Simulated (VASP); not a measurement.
Wanted: the native input for a VASP 6.6.1 run.

```
Task                   : relaxation of cell and atoms
Functional             : PBE
Potentials or basis    : VASP PAW PBE potentials, release 64 (Zn, Se)
Cutoff                 : 500 eV
k mesh                 : 6 × 6 × 10
Occupations            : gaussian, width 0.1 eV
Spin                   : no spin polarisation
Dipole correction      : no
Further INCAR settings : ALGO = Normal; EDIFF = 1e-07; IBRION = 2; EDIFFG = -0.01; NSW = 100; ISIF = 3
```

The structure of ZnSe3 lies in POSCAR:

```
ZnSe3
1.0
    7.6446595426      0.0000000000      0.0000000000
   -3.8223297713      6.6204693672      0.0000000000
    0.0000000000      0.0000000000      4.2047226495
Zn Se
2 6
Direct
    0.3333333333      0.6666666667      0.7500000000
    0.6666666667      0.3333333333      0.2500000000
    0.8481043406      0.6962086813      0.2500000000
    0.3037913187      0.1518956594      0.2500000000
    0.8481043406      0.1518956594      0.2500000000
    0.1518956594      0.3037913187      0.7500000000
    0.6962086813      0.8481043406      0.7500000000
    0.1518956594      0.8481043406      0.7500000000
```

The cell was generated, and may not be a known phase.

One way to write it, as run:

INCAR

```
PREC = Accurate
ENCUT = 500
EDIFF = 1E-7
ISMEAR = 0
SIGMA = 0.1
LREAL = F
LASPH = T
NELM = 120
ALGO = Normal
ISIF = 3
LWAVE = F
LCHARG = F
GGA = PE
IBRION = 2
NSW = 100
EDIFFG = -0.01
GGA_COMPAT = F
NELMIN = 4
```

KPOINTS

```
Automatic mesh
0
Gamma
  6 6 10
```

Potentials or basis: VASP PAW PBE potentials, release 64 (Zn, Se).

Launch:

```console
$ cat potpaw_PBE.64/Zn/POTCAR potpaw_PBE.64/Se/POTCAR > POTCAR
$ mpirun -np 1 vasp_std > vasp.out
```

Results of the run:

```yaml
Relaxed_volume: 26.24 Å³/atom
Relaxed_cell: a = 7.676 Å, b = 7.676 Å, c = 4.114 Å, α = 90.00°, β = 90.00°, γ = 120.00°
Space_group_after_relaxing_to_0.1_Å: P6_3/mmc (No. 194)
Energy_gained_by_relaxing: 3.0 meV/atom
Ionic_steps: 8
Pressure_after_relaxing: 0.0 GPa
Largest_force_after_relaxing: 0.005 eV/Å
Band_gap_on_the_k_mesh: zero (bands 30 and 31 overlap by 0.61 eV)
```

Caveat: semilocal functionals underestimate gaps, and a narrow one can read as zero.

Wall time 41 min on 1 thread of Oxide Virtual Turin-like Processor, with other jobs on the host, peak memory 0.44 GiB.
